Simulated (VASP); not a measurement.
The system is SnSe2.

```
Sn Se
1.0
     3.83265    0.00000    0.00000
    -1.91633    3.31918    0.00000
     0.00000    0.00000    6.91728
Sn Se
1 2
Direct
  0.00000 0.00000 0.00000
  0.33333 0.66667 0.22815
  0.66667 0.33333 0.77185
```

| Item | Value |
| --- | --- |
| Program | VASP 6.6.1 |
| Task | relaxation of shape and atoms at fixed volume |
| Functional | PBE |
| Potentials or basis | VASP PAW PBE potentials, release 64 (Sn_d, Se) |
| Cutoff | 600 eV |
| k mesh | 12 × 12 × 4 |
| Occupations | gaussian, width 0.02 eV |
| Spin | no spin polarisation |

At the start: pressure 1.8 GPa; volume 29.33 Å³/atom.

Question: Where does the relaxation end?

Answer: Over 5 steps the energy falls by 4.8 meV/atom; space group P-3m1 (No. 164, to 0.1 Å) before and after.

The path:
| step | energy change (eV) | largest force (eV/Å) | pressure (GPa) | volume (Å³) |
| --- | --- | --- | --- | --- |
| 1 | 0.0000 | 0.2865 | 1.79 | 88.00 |
| 2 | -0.0062 | 0.1590 | 1.34 | 88.00 |
| 3 | -0.0094 | 0.0242 | 0.68 | 88.00 |
| 4 | -0.0130 | 0.0148 | 0.40 | 88.00 |
| 5 | -0.0143 | 0.0067 | 0.13 | 88.00 |

Final structure:
```
Sn Se
1.0
     3.86910    0.00000    0.00000
    -1.93455    3.35074    0.00000
     0.00000    0.00000    6.78757
Sn Se
1 2
Direct
  0.00000 0.00000 0.00000
  0.33333 0.66667 0.23531
  0.66667 0.33333 0.76469
```

Caveat: this functional lacks dispersion, which binds the layers, so the pressure and a relaxed spacing across them are unreliable.
